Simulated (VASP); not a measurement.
Set up this calculation in VASP 6.6.1, as the native input.

- Task: single point
- Functional: revPBE
- Dispersion: D3(BJ)
- Potentials or basis: VASP PAW PBE potentials, release 64 (Ga_d, N)
- Cutoff: 520 eV
- k mesh: 10 × 10 × 10
- Occupations: fermi-dirac, width 0.05 eV
- Spin: no spin polarisation
- Dipole correction: no
- Further INCAR settings: ALGO = Normal; EDIFF = 1e-07; NBANDS = 16

The structure of GaN lies in POSCAR:

```
GaN
1.0
    0.0000000000      2.2684248875      2.2684248875
    2.2684248875      0.0000000000      2.2684248875
    2.2684248875      2.2684248875      0.0000000000
Ga N
1 1
Direct
    0.0000000000      0.0000000000      0.0000000000
    0.2500000000      0.2500000000      0.2500000000
```

These files were run (other wordings do the same):

INCAR

```
  PREC = Accurate
  ENCUT = 520
  EDIFF = 1E-7
  ISMEAR = -1
  SIGMA = 0.05
  LREAL = F
  LASPH = T
  NELM = 100
  ALGO = Normal
  ISIF = 2
  LWAVE = F
  LCHARG = F
  GGA = RE
  IVDW = 12
  NBANDS = 16
```

KPOINTS

```
Automatic mesh
0
Gamma
  10 10 10
```

Potentials or basis: VASP PAW PBE potentials, release 64 (Ga_d, N).

The run is started by

```console
$ cat potpaw_PBE.64/Ga_d/POTCAR potpaw_PBE.64/N/POTCAR > POTCAR
$ mpirun -np 1 vasp_std > vasp.out
```

It gave:

| Property | Result |
| --- | --- |
| Pressure | -2.9 GPa |
| Band gap on the k mesh | 1.64 eV, direct |
| Dispersion energy per atom | -0.481 eV |

Caveat: the PAW data sets were made with another functional, which shifts forces and pressure a little.

It took 46 s on 1 thread of AMD EPYC 7R13 (shared host), peak memory 0.13 GiB.
